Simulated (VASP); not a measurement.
# ZrC (Fm-3m) in VASP: further runs

The runs below take ZrC through single point, relaxation of cell and atoms, with LDA.

Everything below comes from runs of VASP 6.6.1. Logs are shortened: lines on timing, memory, paths and dates and some standing lists are left out, and cuts for length are marked.

## 1. The cell of the first run

It takes space group Fm-3m (No. 225, cubic). Conventional cell: a = 4.641 Å, b = 4.641 Å, c = 4.641 Å, α = 90.00°, β = 90.00°, γ = 90.00°. Within 3.1 Å of Zr (site symmetry m-3m) lie 6 C at 2.32 Å. Within 3.1 Å of C (site symmetry m-3m) lie 6 Zr at 2.32 Å.

## 2. Single point, LDA

Contents of INCAR:

```
SYSTEM = ZrC
PREC     = Accurate       ! precision mode
ENCUT    = 520            ! plane-wave cutoff, eV
EDIFF    = 1E-7           ! SCF threshold, eV
ISMEAR   = 0              ! smearing method
SIGMA    = 0.1            ! smearing width, eV
LREAL    = .FALSE.        ! projectors in reciprocal space
LASPH    = .TRUE.         ! aspherical terms in the spheres
NELM     = 80             ! most SCF steps
ALGO     = Normal         ! electronic algorithm
ISIF     = 2              ! what is computed and relaxed
LWAVE    = .FALSE.        ! write WAVECAR
LCHARG   = .FALSE.        ! write CHGCAR
GGA      = CA             ! functional
NBANDS   = 15             ! bands
```

Contents of KPOINTS:

```
Automatic mesh
0
G
  16 16 16
  0 0 0
```

Contents of POSCAR:

```
ZrC
1.0
    0.0000000000      2.3207286109      2.3207286109
    2.3207286109      0.0000000000      2.3207286109
    2.3207286109      2.3207286109      0.0000000000
Zr C
1 1
Direct
    0.5000000000      0.5000000000      0.5000000000
    0.0000000000      0.0000000000      0.0000000000
```

Potentials or basis: VASP PAW LDA potentials, release 64 (Zr_sv, C).

Command:

```console
cat potpaw_LDA.64/Zr_sv/POTCAR potpaw_LDA.64/C/POTCAR > POTCAR
mpirun -np 1 vasp_std > vasp.out
```

OUTCAR:

```text
SYSTEM = ZrC
   PREC = Accurate
   ENCUT = 520
   EDIFF = 1E-7
   ISMEAR = 0
   LREAL = .FALSE.
   LASPH = .TRUE.
   NELM = 80
   ISIF = 2
   GGA = CA

 ion  position               nearest neighbor table
   1  0.500  0.500  0.500-   2 2.32   2 2.32   2 2.32   2 2.32   2 2.32   2 2.32
   2  0.000  0.000  0.000-   1 2.32   1 2.32   1 2.32   1 2.32   1 2.32   1 2.32

  LATTYP: Found a face centered cubic cell.
 ALAT       =     4.6414572218

  Lattice vectors:

 A1 = (   0.0000000000,   2.3207286109,   2.3207286109)
 A2 = (   2.3207286109,   0.0000000000,   2.3207286109)
 A3 = (   2.3207286109,   2.3207286109,   0.0000000000)

Analysis of symmetry for initial positions (statically):
=====================================================================
 Subroutine PRICEL returns:
 Original cell was already a primitive cell.

 Routine SETGRP: Setting up the symmetry group for a
 face centered cubic supercell.

 Subroutine GETGRP returns: Found 48 space group operations
 (whereof 48 operations were pure point group operations)
 out of a pool of 48 trial point group operations.

The static configuration has the point symmetry O_h .

Analysis of symmetry for dynamics (positions and initial velocities):
=====================================================================
 Subroutine PRICEL returns:
 Original cell was already a primitive cell.

 Routine SETGRP: Setting up the symmetry group for a
 face centered cubic supercell.

 Subroutine GETGRP returns: Found 48 space group operations
 (whereof 48 operations were pure point group operations)
 out of a pool of 48 trial point group operations.

The dynamic configuration has the point symmetry O_h .

 Subroutine INISYM returns: Found 48 space group operations
 (whereof 48 operations are pure point group operations),
 and found     1 'primitive' translations

----------------------------------------------------------------------------------------

                                     Primitive cell

  volume of cell :      24.9979

  direct lattice vectors                    reciprocal lattice vectors
     0.000000000  2.320728611  2.320728611    -0.215449578  0.215449578  0.215449578
     2.320728611  0.000000000  2.320728611     0.215449578 -0.215449578  0.215449578
     2.320728611  2.320728611  0.000000000     0.215449578  0.215449578 -0.215449578

  length of vectors
     3.282005876  3.282005876  3.282005876     0.373169616  0.373169616  0.373169616

  position of ions in fractional coordinates (direct lattice)
     0.500000000  0.500000000  0.500000000
     0.000000000  0.000000000  0.000000000

  ion indices of the primitive-cell ions
   primitive index   ion index
                 1           1
                 2           2

----------------------------------------------------------------------------------------

 KPOINTS: Automatic mesh

Automatic generation of k-mesh.
 Grid dimensions read from file:
 generate k-points for:   16   16   16

 Generating k-lattice:

  Cartesian coordinates                     Fractional coordinates (reciprocal lattice)
    -0.013465599  0.013465599  0.013465599     0.062500000  0.000000000  0.000000000
     0.013465599 -0.013465599  0.013465599     0.000000000  0.062500000  0.000000000
     0.013465599  0.013465599 -0.013465599     0.000000000  0.000000000  0.062500000

  Length of vectors
     0.023323101  0.023323101  0.023323101

  Shift w.r.t. Gamma in fractional coordinates (k-lattice)
     0.000000000  0.000000000  0.000000000

 Subroutine IBZKPT returns following result:
 ===========================================

 Found    145 irreducible k-points:

 Following reciprocal coordinates:
            Coordinates               Weight
  0.000000  0.000000  0.000000      1.000000
  0.062500  0.000000  0.000000      8.000000
  0.125000  0.000000  0.000000      8.000000
  0.187500  0.000000  0.000000      8.000000
  0.250000  0.000000  0.000000      8.000000
  0.312500  0.000000  0.000000      8.000000
[... 16 lines left out ...]
 -0.125000  0.062500  0.000000     24.000000
 -0.062500  0.062500  0.000000     12.000000
 [... further k-points ...]
   k-points           NKPTS =    145   k-points in BZ     NKDIM =    145   number of bands    NBANDS=     15
   number of dos      NEDOS =    301   number of ions     NIONS =      2
   total plane-waves  NPLWV =  13824
   dimension x,y,z NGX =    24 NGY =   24 NGZ =   24
   dimension x,y,z NGXF=    48 NGYF=   48 NGZF=   48
   ions per type =               1   1
   NGX,Y,Z   is equivalent  to a cutoff of  12.16, 12.16, 12.16 a.u.
   NGXF,Y,Z  is equivalent  to a cutoff of  24.31, 24.31, 24.31 a.u.
 SYSTEM =  ZrC
   PREC   = accura    normal or accurate (medium, high low for compatibility)
   ISTART =      0    job   : 0-new  1-cont  2-samecut
   ICHARG =      2    charge: 1-file 2-atom 10-const
   ISPIN  =      1    spin polarized calculation?
   LNONCOLLINEAR =      F non collinear calculations
   LSORBIT =      F    spin-orbit coupling
   LASPH  =      T    aspherical Exc in radial PAW
   ENCUT  =  520.0 eV  38.22 Ry    6.18 a.u.   6.10  6.10  6.10*2*pi/ulx,y,z
   NELM   =     80;   NELMIN=  2; NELMDL= -5     # of ELM steps
   EDIFF  = 0.1E-06   stopping-criterion for ELM
   LREAL  =      F    real-space projection
   EDIFFG = 0.1E-05   stopping-criterion for IOM
   NSW    =      0    number of steps for IOM
   IBRION =     -1    ionic relax: 0-MD 1-quasi-New 2-CG
   NFREE  =      0    steps in history (QN), initial steepest desc. (CG)
   ISIF   =      2    stress and relaxation
   ISYM   =      2    0-nonsym 1-usesym 2-fastsym
   POTIM  = 0.5000    time-step for ionic-motion
   TEBEG  =    0.0;   TEEND  =   0.0 temperature during run
   PSTRESS=    0.0 pullay stress
   NELECT =      16.0000    total number of electrons
   NUPDOWN=      -1.0000    fix difference up-down
   EMIN   =  10.00;   EMAX   =-10.00  energy-range for DOS
   EFERMI =   0.00;   METHOD = LEGACY
   ISMEAR =     0;   SIGMA  =   0.10  broadening in eV -4-tet -1-fermi 0-gaus
   EFERMI_NEDOS =   21; number of points for ismear=-14 and -15
   IALGO  =     38    algorithm
   IMIX   =      4    mixing-type and parameters
     AMIX     =   0.40;   BMIX     =  1.00
     AMIX_MAG =   1.60;   BMIX_MAG =  1.00
  volume/ion in A,a.u.               =      12.50        84.35
  Fermi-wavevector in a.u.,A,eV,Ry     =   1.410849  2.666118 27.082319  1.990494
  Thomas-Fermi vector in A             =   2.532761
   LORBIT       =      0    0 simple, 1 ext, 2 COOP (PROOUT), +10 PAW based schemes
   GGA     = CA    functional components
   LHFCALC =     F    Hartree Fock is set to
   AEXX    =    0.0000 exact exchange contribution
   IVDW    =     0    specifies the selected vdW correction
   LEPSILON=     F    determine dielectric tensor
   LRPA    =     F    only Hartree local field effects (RPA)
 non-spin polarized calculation
 Gauss-broadening in eV      SIGMA  =   0.10
  energy-cutoff  :      520.00
  volume of cell :       25.00
 maximum number of plane-waves:       692
   NGX = 13   NGY = 13   NGZ = 13

 number of electron      16.0000000 magnetization

 Free energy of the ion-electron system (eV)
  ---------------------------------------------------
  ext. energy  EPLUGINS =         0.00000000
  ---------------------------------------------------
  free energy    TOTEN  =       -21.27840872 eV

  energy without entropy =      -21.27680436  energy(sigma->0) =      -21.27760654

 E-fermi :   9.8776     XC(G=0): -12.5436

 val. band max:        9.8560770568   @ k =   0.3750   0.3125   0.0000
 cond. band min:       9.9415115761   @ k =   0.4375   0.4375   0.0000
 fundamental gap:      0.0854345193
 Fermi energy:         9.8776327917

 k-point     1 :       0.0000    0.0000    0.0000
  band No.  band energies     occupation
      1     -37.7693      2.00000
      2     -15.6007      2.00000
      3     -15.6007      2.00000
      4     -15.6007      2.00000
      5      -1.3885      2.00000
      6      10.8435      0.00000
      7      10.8435      0.00000
      8      10.8435      0.00000
      9      10.9406      0.00000
     10      10.9406      0.00000
     11      10.9406      0.00000
     12      12.7989      0.00000
     13      12.7989      0.00000
     14      17.7264      0.00000
     15      20.4214      0.00000

 k-point     2 :       0.0625    0.0000    0.0000
  band No.  band energies     occupation
      1     -37.7647      2.00000
      2     -15.6422      2.00000
      3     -15.6042      2.00000
      4     -15.6042      2.00000
      5      -1.2922      2.00000
      6      10.0587      0.01046
      7      10.2703      0.00000
      8      10.2703      0.00000
      9      11.1731      0.00000
     10      11.1731      0.00000
     11      11.5269      0.00000
     12      13.3332      0.00000
     13      13.3332      0.00000
     14      17.9105      0.00000
     15      20.6809      0.00000

 k-point     3 :       0.1250    0.0000    0.0000
  band No.  band energies     occupation
      1     -37.7513      2.00000
      2     -15.7585      2.00000
      3     -15.6142      2.00000
      4     -15.6142      2.00000
      5      -1.0133      2.00000
      6       9.0966      2.00000
      7       9.4647      2.00000
      8       9.4647      2.00000
      9      11.4725      0.00000
     10      11.4725      0.00000
     11      11.9762      0.00000
     12      14.4106      0.00000
     13      14.4106      0.00000
     14      18.3905      0.00000
     15      21.3985      0.00000

 k-point     4 :       0.1875    0.0000    0.0000
  band No.  band energies     occupation
      1     -37.7313      2.00000
      2     -15.9279      2.00000
      3     -15.6291      2.00000
      4     -15.6291      2.00000
      5      -0.5808      2.00000
      6       8.0883      2.00000
      7       8.6991      2.00000
      8       8.6991      2.00000
      9      11.9158      0.00000
     10      11.9158      0.00000
     11      12.3435      0.00000
     12      15.6498      0.00000
     13      15.6498      0.00000
     14      18.9766      0.00000
     15      22.3834      0.00000
[... 307 lines left out ...]
 k-point    22 :      -0.1875    0.0625    0.0000
  band No.  band energies     occupation
      1     -37.7202      2.00000
      2     -15.9979      2.00000
      3     -15.6746      2.00000
      4     -15.6210      2.00000
      5      -0.3506      2.00000
      6       7.6144      2.00000
      7       8.2446      2.00000
      8       8.6097      2.00000
      9      11.8023      0.00000
     10      12.3315      0.00000
     11      12.8825      0.00000
     12      15.3618      0.00000
     13      16.8001      0.00000
     14      19.2971      0.00000
     15      22.8674      0.00000

 k-point    23 :      -0.1250    0.0625    0.0000
  band No.  band energies     occupation
      1     -37.7415      2.00000
      2     -15.8255      2.00000
      3     -15.6514      2.00000
      4     -15.6083      2.00000
      5      -0.8116      2.00000
      6       8.5698      2.00000
      7       8.9269      2.00000
      8       9.2302      2.00000
      9      11.3567      0.00000
     10      12.0542      0.00000
     11      12.3446      0.00000
     12      14.2453      0.00000
     13      15.5338      0.00000
     14      18.7479      0.00000
     15      21.9001      0.00000

 k-point    24 :      -0.0625    0.0625    0.0000
  band No.  band energies     occupation
      1     -37.7571      2.00000
      2     -15.6992      2.00000
      3     -15.6267      2.00000
      4     -15.6024      2.00000
      5      -1.1366      2.00000
      6       9.4761      2.00000
      7       9.6841      1.99379
      8       9.8129      1.63983
      9      11.0901      0.00000
     10      11.7571      0.00000
     11      11.8464      0.00000
     12      13.4574      0.00000
     13      14.3393      0.00000
     14      18.2067      0.00000
     15      21.0920      0.00000

 [... further k-points ...]

------------------------ aborting loop because EDIFF is reached ----------------------------------------

  FORCE on cell =-STRESS in cart. coord.  units (eV):
  Direction    XX          YY          ZZ          XY          YZ          ZX
  --------------------------------------------------------------------------------------
  -------------------------------------------------------------------------------------
  Total        0.0997794      0.0997794      0.0997794     -0.0000000     -0.0000000      0.0000000
  in kB        6.3951158      6.3951158      6.3951158     -0.0000000     -0.0000000      0.0000000
  external PRESSURE =       6.3951158 kB  Pullay stress =       0.0000000 kB

 VOLUME and BASIS-vectors are now :
 -----------------------------------------------------------------------------
  energy-cutoff  :      520.00
  volume of cell :       25.00
      direct lattice vectors                 reciprocal lattice vectors
     0.000000000  2.320728611  2.320728611    -0.215449578  0.215449578  0.215449578
     2.320728611  0.000000000  2.320728611     0.215449578 -0.215449578  0.215449578
     2.320728611  2.320728611  0.000000000     0.215449578  0.215449578 -0.215449578

 POSITION                                       TOTAL-FORCE (eV/Angst)
 -----------------------------------------------------------------------------------
      2.32073      2.32073      2.32073         0.000000     -0.000000     -0.000000
      0.00000      0.00000      0.00000        -0.000000      0.000000      0.000000
 -----------------------------------------------------------------------------------
    total drift:                                0.000000     -0.000000      0.000000

  FREE ENERGIE OF THE ION-ELECTRON SYSTEM (eV)
  ---------------------------------------------------
  free  energy   TOTEN  =       -21.2784087213 eV

  energy  without entropy=      -21.2768043567  energy(sigma->0) =      -21.27760654
```

Wall time 17 s (1 thread of Intel Xeon 6975P-C (Granite Rapids), shared host); peak memory 0.17 GiB.

What came out:

```yaml
Free_energy: -21.2784 eV
Pressure: 0.6 GPa
Band_gap_on_the_k_mesh: zero (band 8 reaches 10.84 eV, above the bottom of band 9 at 9.51 eV)
```

## 3. Single point, LDA

Contents of INCAR:

```
SYSTEM = ZrC
PREC     = Accurate       ! precision mode
ENCUT    = 520            ! plane-wave cutoff, eV
EDIFF    = 1E-6           ! SCF threshold, eV
ISMEAR   = 0              ! smearing method
SIGMA    = 0.15           ! smearing width, eV
LREAL    = .False.        ! projectors in reciprocal space
LASPH    = .True.         ! aspherical terms in the spheres
NELM     = 80             ! most SCF steps
ALGO     = Normal         ! electronic algorithm
ISIF     = 2              ! what is computed and relaxed
LWAVE    = .False.        ! write WAVECAR
LCHARG   = .True.         ! write CHGCAR
LELF     = .True.         ! ELF
LVHAR    = .True.       
NBANDS   = 15             ! bands
```

Contents of KPOINTS:

```
regular mesh
0
Gamma
  16 16 16
  0 0 0
```

POSCAR is that of step 2.

Potentials or basis: VASP PAW LDA potentials, release 64 (Zr_sv, C).

Command:

```console
cat potpaw_LDA.64/Zr_sv/POTCAR potpaw_LDA.64/C/POTCAR > POTCAR
mpirun -np 1 vasp_std > vasp.out
```

Run time: 15 s. Hardware: 1 thread of Intel Xeon 6975P-C (Granite Rapids), shared host; peak memory 0.17 GiB.

Results (log left out):

```
Free energy            : -21.2794 eV
Pressure               : 0.7 GPa
Band gap on the k mesh : zero (band 8 reaches 10.84 eV, above the bottom of band 9 at 9.51 eV)
```

Levels at points of the mesh, in eV from the Fermi level:
```tsv
k point	band 4	band 5	band 6	band 7	band 8	band 9	band 10	band 11	band 12	band 13
(0.00, 0.00, 0.00)	-25.49	-11.28	0.96	0.96	0.96	1.05	1.05	1.05	2.91	2.91
(0.50, 0.00, 0.00)	-25.58	-7.94	-5.45	-3.06	-3.06	4.67	4.67	5.53	6.73	10.58
(0.50, 0.50, 0.00)	-25.82	-10.13	-1.94	-1.93	0.12	0.12	4.66	5.91	5.91	8.56
```

## 4. Relaxation of cell and atoms, LDA

This run uses another cell than the first one, of 12.52 Å³/atom, 1.002 times its volume.

Contents of INCAR:

```
  PREC = Accurate
  ENCUT = 600
  EDIFF = 1E-7
  ISMEAR = 0
  SIGMA = 0.1
  LREAL = False
  LASPH = True
  NELM = 100
  ALGO = Normal
  ISIF = 3
  LWAVE = False
  LCHARG = False
  IBRION = 2
  NSW = 100
  EDIFFG = -0.005
```

Contents of KPOINTS:

```
regular mesh
0
Gamma
  16 16 16
```

Contents of POSCAR:

```
ZrC
1.0
    0.0000000000      2.3223102250      2.3223102250
    2.3223102250      0.0000000000      2.3223102250
    2.3223102250      2.3223102250      0.0000000000
Zr C
1 1
Direct
    0.5000000000      0.5000000000      0.5000000000
    0.0000000000      0.0000000000      0.0000000000
```

Command:

```console
cat potpaw_LDA.64/Zr_sv/POTCAR potpaw_LDA.64/C/POTCAR > POTCAR
mpirun -np 1 vasp_std > vasp.out
```

Wall time 25 s (1 thread of Intel Xeon 6975P-C (Granite Rapids), shared host); peak memory 0.18 GiB.

The run converged. Its results:

* Free energy: -21.2796 eV
* Pressure after relaxing: 0.0 GPa
* Band gap on the k mesh: zero (band 8 reaches 10.82 eV, above the bottom of band 9 at 9.49 eV)

Final structure:
```cif
data_structure
_symmetry_space_group_name_H-M 'P 1'
_symmetry_Int_Tables_number 1
_cell_length_a 3.2842
_cell_length_b 3.2842
_cell_length_c 3.2842
_cell_angle_alpha 60.000
_cell_angle_beta 60.000
_cell_angle_gamma 60.000
_cell_volume 25.05
loop_
_atom_site_label
_atom_site_type_symbol
_atom_site_fract_x
_atom_site_fract_y
_atom_site_fract_z
_atom_site_occupancy
Zr1 Zr 0.50000 0.50000 0.50000 1
C1 C 0.00000 0.00000 0.00000 1
```

Levels at points of the mesh, in eV from the Fermi level:
```tsv
k point	band 4	band 5	band 6	band 7	band 8	band 9	band 10	band 11	band 12
(0.00, 0.00, 0.00)	-25.49	-11.26	0.97	0.97	0.97	1.06	1.06	1.06	2.92
(0.50, 0.00, 0.00)	-25.58	-7.93	-5.43	-3.04	-3.04	4.67	4.67	5.53	6.74
(0.50, 0.50, 0.00)	-25.82	-10.11	-1.94	-1.91	0.13	0.13	4.66	5.91	5.91
```

Caveat: the relaxation stopped at its first step, so nothing moved.

## 5. Single point, LDA

This run uses another cell than the first one, of 12.52 Å³/atom, 1.002 times its volume.

Contents of INCAR:

```
SYSTEM = ZrC
  PREC = Accurate
  ENCUT = 600
  EDIFF = 1E-6
  ISMEAR = 0
  SIGMA = 0.1
  LREAL = .FALSE.
  LASPH = .TRUE.
  NELM = 120
  ALGO = Normal
  ISIF = 2
  LWAVE = .FALSE.
  LCHARG = .TRUE.
  LELF = .TRUE.
  LVHAR = .TRUE.
  NBANDS = 15
  GGA_COMPAT = .FALSE.
```

Contents of KPOINTS:

```
Automatic mesh
0
G
  8 8 8
  0 0 0
```

POSCAR is that of step 4.

Command:

```console
cat potpaw_LDA.64/Zr_sv/POTCAR potpaw_LDA.64/C/POTCAR > POTCAR
mpirun -np 1 vasp_std > vasp.out
```

Run time: 28 s. Hardware: 1 thread of AMD EPYC 7R13, shared host; peak memory 0.12 GiB.

The run converged. Its results:

| Quantity | Value |
| --- | --- |
| Free energy | -21.2774 eV |
| Pressure | 0.0 GPa |
| Band gap on the k mesh | zero (band 8 reaches 10.82 eV, above the bottom of band 9 at 9.49 eV) |

Levels at points of the mesh, in eV from the Fermi level:
| k point | band 4 | band 5 | band 6 | band 7 | band 8 | band 9 | band 10 | band 11 | band 12 | band 13 |
| --- | --- | --- | --- | --- | --- | --- | --- | --- | --- | --- |
| (0.00, 0.00, 0.00) | -25.45 | -11.22 | 1.00 | 1.00 | 1.00 | 1.10 | 1.10 | 1.10 | 2.95 | 2.95 |
| (0.50, 0.00, 0.00) | -25.54 | -7.89 | -5.39 | -3.01 | -3.01 | 4.70 | 4.70 | 5.57 | 6.77 | 10.60 |
| (0.50, 0.50, 0.00) | -25.78 | -10.07 | -1.90 | -1.88 | 0.17 | 0.17 | 4.69 | 5.94 | 5.94 | 8.58 |

(Part 1 of 2 ends here.)
